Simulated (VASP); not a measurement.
# Co (Fm-3m) in VASP: further runs

Co is run at these levels: PBEsol; tasks: single point.

Program: VASP 6.6.1. These are calculated values, not measurements. Logs are shortened: lines on timing, memory, paths and dates and some standing lists are left out, and cuts for length are marked.

**1. The cell of the first run**

It takes space group Fm-3m (No. 225, cubic). Conventional cell: a = 3.596 Å, b = 3.596 Å, c = 3.596 Å, α = 90.00°, β = 90.00°, γ = 90.00°. Within 3.4 Å of Co (site symmetry m-3m) lie 12 Co at 2.54 Å.

**2. Single point, PBEsol**

INCAR reads:

```
  PREC = Accurate
  ENCUT = 520
  EDIFF = 1E-6
  ISMEAR = -1
  SIGMA = 0.1
  LREAL = F
  LASPH = T
  NELM = 100
  ALGO = Normal
  ISIF = 2
  LWAVE = F
  LCHARG = F
  GGA = PS
  NBANDS = 16
```

KPOINTS reads:

```
regular mesh
0
Gamma
  12 12 6
```

POSCAR reads:

```
Co
1.0
    0.0000000000      1.7978500000      1.7978500000
    1.7978500000      0.0000000000      1.7978500000
    3.5957000000      3.5957000000      0.0000000000
Co
2
Direct
    0.0000000000      0.0000000000      0.0000000000
    0.0000000000      0.0000000000      0.5000000000
```

Potentials or basis: VASP PAW PBE potentials, release 64 (Co).

Run with:

```
$ cat potpaw_PBE.64/Co/POTCAR > POTCAR
$ mpirun -np 1 vasp_std > vasp.out
```

OUTCAR:

```text
PREC = Accurate
   ENCUT = 520
   EDIFF = 1E-6
   ISMEAR = -1
   LREAL = F
   LASPH = T
   NELM = 100
   ISIF = 2
   GGA = PS

 ion  position               nearest neighbor table
   1  0.000  0.000  0.000-   2 2.54   2 2.54   2 2.54   2 2.54   2 2.54   2 2.54
   2  0.000  0.000  0.500-   1 2.54   1 2.54   1 2.54   1 2.54   1 2.54   1 2.54

  LATTYP: Found a trigonal (rhomboedric) cell.
 ALAT       =     4.4038151341
 COS(alpha) =     0.8333333333

  Lattice vectors:

 A1 = (   3.5957000000,   1.7978500000,  -1.7978500000)
 A2 = (   1.7978500000,   1.7978500000,  -3.5957000000)
 A3 = (   1.7978500000,   3.5957000000,  -1.7978500000)

Analysis of symmetry for initial positions (statically):
=====================================================================
 Subroutine PRICEL returns following result:

  LATTYP: Found a face centered cubic cell.
 ALAT       =     3.5957000000

  Lattice vectors:

 A1 = (   0.0000000000,   1.7978500000,   1.7978500000)
 A2 = (   1.7978500000,   0.0000000000,   1.7978500000)
 A3 = (   1.7978500000,   1.7978500000,   0.0000000000)

   2 primitive cells build up your supercell.

 Routine SETGRP: Setting up the symmetry group for a
 trigonal (rhombohedral) supercell.

 Subroutine GETGRP returns: Found 12 space group operations
 (whereof 12 operations were pure point group operations)
 out of a pool of 12 trial point group operations.

The static configuration has the point symmetry D_3d.

Analysis of symmetry for dynamics (positions and initial velocities):
=====================================================================
 Subroutine PRICEL returns following result:

  LATTYP: Found a face centered cubic cell.
 ALAT       =     3.5957000000

  Lattice vectors:

 A1 = (   0.0000000000,   1.7978500000,   1.7978500000)
 A2 = (   1.7978500000,   0.0000000000,   1.7978500000)
 A3 = (   1.7978500000,   1.7978500000,   0.0000000000)

   2 primitive cells build up your supercell.

 Routine SETGRP: Setting up the symmetry group for a
 trigonal (rhombohedral) supercell.

 Subroutine GETGRP returns: Found 12 space group operations
 (whereof 12 operations were pure point group operations)
 out of a pool of 12 trial point group operations.

The dynamic configuration has the point symmetry D_3d.

 Subroutine INISYM returns: Found 12 space group operations
 (whereof 12 operations are pure point group operations),
 and found     2 'primitive' translations

----------------------------------------------------------------------------------------

                                     Primitive cell

  volume of cell :      11.6223

  direct lattice vectors                    reciprocal lattice vectors
     0.000000000  1.797850000  1.797850000    -0.278109965  0.278109965  0.278109965
     1.797850000  0.000000000  1.797850000     0.278109965 -0.278109965  0.278109965
     1.797850000  1.797850000  0.000000000     0.278109965  0.278109965 -0.278109965

  length of vectors
     2.542543853  2.542543853  2.542543853     0.481700589  0.481700589  0.481700589

  position of ions in fractional coordinates (direct lattice)
     0.000000000  0.000000000  0.000000000

  ion indices of the primitive-cell ions
   primitive index   ion index
                 1           1

----------------------------------------------------------------------------------------

 KPOINTS: regular mesh

Automatic generation of k-mesh.
 Grid dimensions read from file:
 generate k-points for:   12   12    6

 Generating k-lattice:

  Cartesian coordinates                     Fractional coordinates (reciprocal lattice)
    -0.023175830  0.023175830  0.023175830     0.083333333  0.000000000  0.000000000
     0.023175830 -0.023175830  0.023175830     0.000000000  0.083333333  0.000000000
     0.023175830  0.023175830 -0.023175830     0.000000000  0.000000000  0.166666667

  Length of vectors
     0.040141716  0.040141716  0.040141716

  Shift w.r.t. Gamma in fractional coordinates (k-lattice)
     0.000000000  0.000000000  0.000000000

 -----------------------------------------------------------------------------
|                                                                             |
|           W    W    AA    RRRRR   N    N  II  N    N   GGGG   !!!           |
|           W    W   A  A   R    R  NN   N  II  NN   N  G    G  !!!           |
|           W    W  A    A  R    R  N N  N  II  N N  N  G       !!!           |
|           W WW W  AAAAAA  RRRRR   N  N N  II  N  N N  G  GGG   !            |
|           WW  WW  A    A  R   R   N   NN  II  N   NN  G    G                |
|           W    W  A    A  R    R  N    N  II  N    N   GGGG   !!!           |
|                                                                             |
|     Your reciprocal lattice and k-lattice belong to different lattice       |
|     classes:                                                                |
|                                                                             |
|        The reciprocal lattice is rhombohedral (trigonal),                   |
|        whereas your k-lattice is body-centered cubic.                       |
|                                                                             |
|     Results are often still useful ...                                      |
|                                                                             |
 -----------------------------------------------------------------------------

 Subroutine IBZKPT returns following result:
 ===========================================

 Found     98 irreducible k-points:

 Following reciprocal coordinates:
            Coordinates               Weight
  0.000000  0.000000  0.000000      1.000000
  0.083333  0.000000  0.000000      6.000000
  0.166667  0.000000  0.000000      6.000000
  0.250000  0.000000  0.000000      6.000000
  0.333333  0.000000  0.000000      6.000000
  0.416667  0.000000  0.000000      6.000000
[... 16 lines left out ...]
  0.500000  0.166667  0.000000     12.000000
 -0.416667  0.166667  0.000000     12.000000
 [... further k-points ...]
   k-points           NKPTS =     98   k-points in BZ     NKDIM =     98   number of bands    NBANDS=     16
   number of dos      NEDOS =    301   number of ions     NIONS =      2
   total plane-waves  NPLWV =  16000
   dimension x,y,z NGX =    20 NGY =   20 NGZ =   40
   dimension x,y,z NGXF=    40 NGYF=   40 NGZF=   80
   ions per type =               2
   NGX,Y,Z   is equivalent  to a cutoff of  13.08, 13.08, 13.08 a.u.
   NGXF,Y,Z  is equivalent  to a cutoff of  26.15, 26.15, 26.15 a.u.
 SYSTEM =  unknown system
   PREC   = accura    normal or accurate (medium, high low for compatibility)
   ISTART =      0    job   : 0-new  1-cont  2-samecut
   ICHARG =      2    charge: 1-file 2-atom 10-const
   ISPIN  =      1    spin polarized calculation?
   LNONCOLLINEAR =      F non collinear calculations
   LSORBIT =      F    spin-orbit coupling
   LASPH  =      T    aspherical Exc in radial PAW
   ENCUT  =  520.0 eV  38.22 Ry    6.18 a.u.   4.73  4.73  9.45*2*pi/ulx,y,z
   NELM   =    100;   NELMIN=  2; NELMDL= -5     # of ELM steps
   EDIFF  = 0.1E-05   stopping-criterion for ELM
   LREAL  =      F    real-space projection
   EDIFFG = 0.1E-04   stopping-criterion for IOM
   NSW    =      0    number of steps for IOM
   IBRION =     -1    ionic relax: 0-MD 1-quasi-New 2-CG
   NFREE  =      0    steps in history (QN), initial steepest desc. (CG)
   ISIF   =      2    stress and relaxation
   ISYM   =      2    0-nonsym 1-usesym 2-fastsym
   POTIM  = 0.5000    time-step for ionic-motion
   TEBEG  =    0.0;   TEEND  =   0.0 temperature during run
   PSTRESS=    0.0 pullay stress
   NELECT =      18.0000    total number of electrons
   NUPDOWN=      -1.0000    fix difference up-down
   EMIN   =  10.00;   EMAX   =-10.00  energy-range for DOS
   EFERMI =   0.00;   METHOD = LEGACY
   ISMEAR =    -1;   SIGMA  =   0.10  broadening in eV -4-tet -1-fermi 0-gaus
   EFERMI_NEDOS =   21; number of points for ismear=-14 and -15
   IALGO  =     38    algorithm
   IMIX   =      4    mixing-type and parameters
     AMIX     =   0.40;   BMIX     =  1.00
     AMIX_MAG =   1.60;   BMIX_MAG =  1.00
  volume/ion in A,a.u.               =      11.62        78.43
  Fermi-wavevector in a.u.,A,eV,Ry     =   1.503346  2.840912 30.749827  2.260049
  Thomas-Fermi vector in A             =   2.614468
   LORBIT       =      0    0 simple, 1 ext, 2 COOP (PROOUT), +10 PAW based schemes
   GGA     = PS    functional components
   LHFCALC =     F    Hartree Fock is set to
   AEXX    =    0.0000 exact exchange contribution
   IVDW    =     0    specifies the selected vdW correction
   LEPSILON=     F    determine dielectric tensor
   LRPA    =     F    only Hartree local field effects (RPA)
 non-spin polarized calculation
  energy-cutoff  :      520.00
  volume of cell :       23.24
 maximum number of plane-waves:       644
   NGX =  9   NGY =  9   NGZ = 19

 number of electron      18.0000010 magnetization

 Free energy of the ion-electron system (eV)
  ---------------------------------------------------
  ext. energy  EPLUGINS =         0.00000000
  ---------------------------------------------------
  free energy    TOTEN  =       -14.84333783 eV

  energy without entropy =      -14.66049050  energy(sigma->0) =      -14.75191416

 E-fermi :   8.9189     XC(G=0): -13.1942

 val. band max:        8.9090668226   @ k =   0.4167   0.0000   0.1667
 cond. band min:       8.9247695500   @ k =   0.3333   0.0833   0.0000
 fundamental gap:      0.0157027274
 Fermi energy:         8.9188726346

 k-point     1 :       0.0000    0.0000    0.0000
  band No.  band energies     occupation
      1       0.5733      2.00000
      2       4.7282      2.00000
      3       7.2734      2.00000
      4       7.2734      2.00000
      5       7.3143      2.00000
      6       7.3143      2.00000
[... 8 lines left out ...]
     15      31.4857      0.00000
     16      32.9639      0.00000

 k-point     2 :       0.0833    0.0000    0.0000
  band No.  band energies     occupation
      1       0.8350      2.00000
      2       4.8714      2.00000
      3       7.1394      2.00000
      4       7.2383      2.00000
      5       7.3756      2.00000
      6       7.3756      2.00000
[... 8 lines left out ...]
     15      30.6723      0.00000
     16      31.2516      0.00000
[... 387 lines left out ...]
      5       7.3271      2.00000
      6       7.7067      1.99999
[... 8 lines left out ...]
     15      20.9538      0.00000
     16      25.0054      0.00000

 k-point    24 :      -0.4167    0.1667    0.0000
  band No.  band energies     occupation
      1       5.2957      2.00000
      2       5.3081      2.00000
      3       5.7600      2.00000
      4       6.7823      2.00000
      5       7.4003      2.00000
      6       7.6600      1.99999
[... 8 lines left out ...]
     15      19.7932      0.00000
     16      23.0354      0.00000

 [... further k-points ...]
[... 5 lines left out ...]
  --------------------------------------------------------------------------------------
  -------------------------------------------------------------------------------------
  Total       -4.5253533     -4.5253533     -4.5253533     -0.0000112      0.0000112      0.0000112
  in kB     -311.9196378   -311.9196378   -311.9196378     -0.0007706      0.0007706      0.0007706
  external PRESSURE =    -311.9196378 kB  Pullay stress =       0.0000000 kB

 VOLUME and BASIS-vectors are now :
 -----------------------------------------------------------------------------
  energy-cutoff  :      520.00
  volume of cell :       23.24
      direct lattice vectors                 reciprocal lattice vectors
     0.000000000  1.797850000  1.797850000    -0.278109965  0.278109965  0.278109965
     1.797850000  0.000000000  1.797850000     0.278109965 -0.278109965  0.278109965
     3.595700000  3.595700000  0.000000000     0.139054982  0.139054982 -0.139054982

 POSITION                                       TOTAL-FORCE (eV/Angst)
 -----------------------------------------------------------------------------------
      0.00000      0.00000      0.00000        -0.000000      0.000000     -0.000000
      1.79785      1.79785      0.00000         0.000000     -0.000000      0.000000
 -----------------------------------------------------------------------------------
    total drift:                               -0.000000     -0.000000     -0.000000

  FREE ENERGIE OF THE ION-ELECTRON SYSTEM (eV)
  ---------------------------------------------------
  free  energy   TOTEN  =       -14.8433378301 eV

  energy  without entropy=      -14.6604904965  energy(sigma->0) =      -14.75191416
```

It took 35 s on 1 thread of AMD EPYC 7R43 (Zen 3), shared host; peak memory 0.13 GiB.

What came out:

- Free energy: -14.8433 eV
- Pressure: -31.2 GPa
- Band gap on the k mesh: zero (band 9 reaches 9.27 eV, above the bottom of band 10 at 8.30 eV)

Levels at points of the mesh, in eV from the Fermi level:
| k point | band 5 | band 6 | band 7 | band 8 | band 9 | band 10 | band 11 | band 12 | band 13 | band 14 |
| --- | --- | --- | --- | --- | --- | --- | --- | --- | --- | --- |
| (0.00, 0.00, 0.00) | -1.60 | -1.60 | -1.60 | -0.46 | -0.46 | 0.01 | 0.30 | 0.30 | 6.25 | 21.20 |
| (0.50, 0.00, 0.00) | -1.65 | 0.01 | 0.29 | 0.30 | 0.30 | 0.48 | 0.48 | 2.65 | 6.25 | 9.58 |
| (0.00, 0.00, 0.50) | -1.39 | -1.39 | -1.39 | -1.39 | -0.36 | -0.36 | -0.36 | -0.36 | 14.35 | 14.35 |
| (0.50, 0.00, 0.50) | -1.64 | -1.64 | -0.74 | -0.74 | 0.35 | 0.35 | 2.83 | 2.83 | 8.71 | 8.71 |

Caveat: the PAW data sets were made with another functional, which shifts forces and pressure a little; the run has no spin polarisation, though such a crystal can be magnetic.

(Continued in part 2 of 2.)
